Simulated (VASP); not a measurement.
Here is a VASP 6.6.1 calculation.

Contents of POSCAR:

```
Nb
1.0
    2.7451280554      0.0000000000      0.0000000000
    0.0000000000      2.7451280554      0.0000000000
    0.0000000000      0.0000000000      2.7451280554
Nb
1
Direct
    0.0000000000      0.0000000000      0.0000000000
```

The input INCAR.step1:

```
SYSTEM = Nb
PREC = Accurate
ENCUT = 520
ISMEAR = -1
SIGMA = 0.1
LREAL = .FALSE.
LASPH = .TRUE.
NELM = 100
NBANDS = 12
GGA = PE
ALGO = Normal
EDIFF = 1E-4
LWAVE = .TRUE.
LCHARG = .FALSE.
```

The input INCAR.step2:

```
SYSTEM = Nb
PREC = Accurate
ENCUT = 520
EDIFF = 1E-6
ISMEAR = -1
SIGMA = 0.1
LREAL = .FALSE.
LASPH = .TRUE.
NELM = 100
ALGO = Normal
ISIF = 2
LWAVE = .FALSE.
LCHARG = .FALSE.
METAGGA = R2SCAN
LMIXTAU = .TRUE.
NBANDS = 12
ISTART = 1
```

File KPOINTS:

```
Automatic mesh
0
G
  13 13 13
  0 0 0
```

Potentials or basis: VASP PAW PBE potentials, release 64 (Nb_sv).

Command:

```sh
$ cat potpaw_PBE.64/Nb_sv/POTCAR > POTCAR
$ cp INCAR.step1 INCAR
$ mpirun -np 1 vasp_std > vasp.out
$ cp INCAR.step2 INCAR
$ mpirun -np 1 vasp_std > vasp.out
```

(1) Estimate the pressure.

Answers

(1) -5.4 GPa.

Caveat: the PAW data sets were made with another functional, which shifts forces and pressure a little.
